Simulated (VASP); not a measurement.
**InP: vibrations by perturbation theory with PBEsol**

The system is InP.

```
CELL_PARAMETERS angstrom
0.00000 2.90955 2.90955
2.90955 0.00000 2.90955
2.90955 2.90955 0.00000
ATOMIC_POSITIONS crystal
In 0.00000 0.00000 0.00000
P 0.75000 0.75000 0.75000
```

This cell differs from its parent crystal: volume scaled by 0.970.

```yaml
Program: VASP 6.6.1
Task: vibrations by perturbation theory
Functional: PBEsol
Potentials_or_basis: VASP PAW PBE potentials, release 64 (In_d, P)
Cutoff: 520 eV
k_mesh: 8 × 8 × 8
Occupations: gaussian, width 0.01 eV
Spin: no spin polarisation
Dipole_correction: no
Further_INCAR_settings: ALGO = Normal; EDIFF = 1e-08; NBANDS = 16; IBRION = 8; NSW = 1
```

```json
{"Highest phonon frequency at Γ, LO-TO splitting left out": "307 cm⁻¹"}
```

Phonon frequencies in cm⁻¹ (negative: imaginary):
```tsv
q point	frequencies
(0.000, 0.000, 0.000)	0 0 0 307 307 307
```

Run time: 3.1 min on 1 thread of Intel(R) Xeon(R) Platinum 8488C (Sapphire Rapids), on a shared host, peak memory 0.33 GiB.

Caveat: the cell wasn't relaxed at this level first, which shifts response properties.
